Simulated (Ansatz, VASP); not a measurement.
**Ru in VASP and in Ansatz**

The input INCAR:

```
ALGO = Normal ; EDIFF = 1E-6
ENCUT = 520 ; GGA = CA
ISIF = 2 ; ISMEAR = -1
LASPH = T ; LCHARG = T
LELF = T ; LREAL = F
LVHAR = T ; LWAVE = F
NBANDS = 21 ; NELM = 80
PREC = Accurate ; SIGMA = 0.1
```

The input KPOINTS:

```
k-points
0
Gamma
  2 2 1
```

The input POSCAR:

```
Ru
1.0
    2.6775346364      0.0000000000      0.0000000000
   -1.3387673182      2.3188130146      0.0000000000
    0.0000000000      0.0000000000      4.2181251212
Ru
2
Direct
    0.3333333333      0.6666666667      0.2500000000
    0.6666666667      0.3333333333      0.7500000000
```

Input for Ansatz:

```yaml
crystal:
  lattice:
    - [2.6775346364, 0.0, 0.0]
    - [-1.3387673182, 2.3188130146, 0.0]
    - [0.0, 0.0, 4.2181251212]
  atoms:
    - { symbol: Ru, position: [0.3333333333, 0.6666666667, 0.25] }
    - { symbol: Ru, position: [0.6666666667, 0.3333333333, 0.75] }
hamiltonian:
  xc: lda
  pseudopotentials:
    kind: paw
    azcp:
      Ru: "pseudopotentials/Ru.paw.azcp"
basis:
  ecutwfc: 420
  fft_grid_basis: typed
kpoints:
  mp_grid: { grid: [2, 2, 1], shift: [0, 0, 0] }
magnetization:
  spin_polarized: false
scf:
  occupations: { method: fermi_dirac, width: 0.1 }
  lower_state_search: "off"
output:
  stress: true
  write_density: true
  write_potential: true
  elf: true
  volumetric_format: npy
```

Alike in both runs: task single point; functional LDA; k mesh 2 × 2 × 1; occupations fermi-dirac, width 0.1 eV; no spin polarisation.

```csv
,VASP,Ansatz
version,VASP 6.6.1,Ansatz 0.2.0
potentials or method,"VASP PAW LDA potentials, release 64 (Ru_pv), cutoff 520 eV","plane waves (420 eV) with PAW, scalar-relativistic"
valence electrons in the cell,28,32
```

Ansatz gave:

* pressure (GPa): 7.5
* traceless stress, the component that is largest in VASP (GPa): 13.12

Q: Which values does VASP return?

A: Pressure (GPa): 8.9; traceless stress, the component that is largest in VASP (GPa): 12.35.

Ansatz warns that its potentials were made for another functional, while VASP's fit it. LDA's correlation is that of Perdew and Zunger in VASP and of Perdew and Wang (1992) in Ansatz. VASP's potentials hold 28 valence electrons a cell and Ansatz's 32, so a difference there can come from the potentials and not from the codes.

The k mesh is coarse, so the values compare programs but aren't converged.
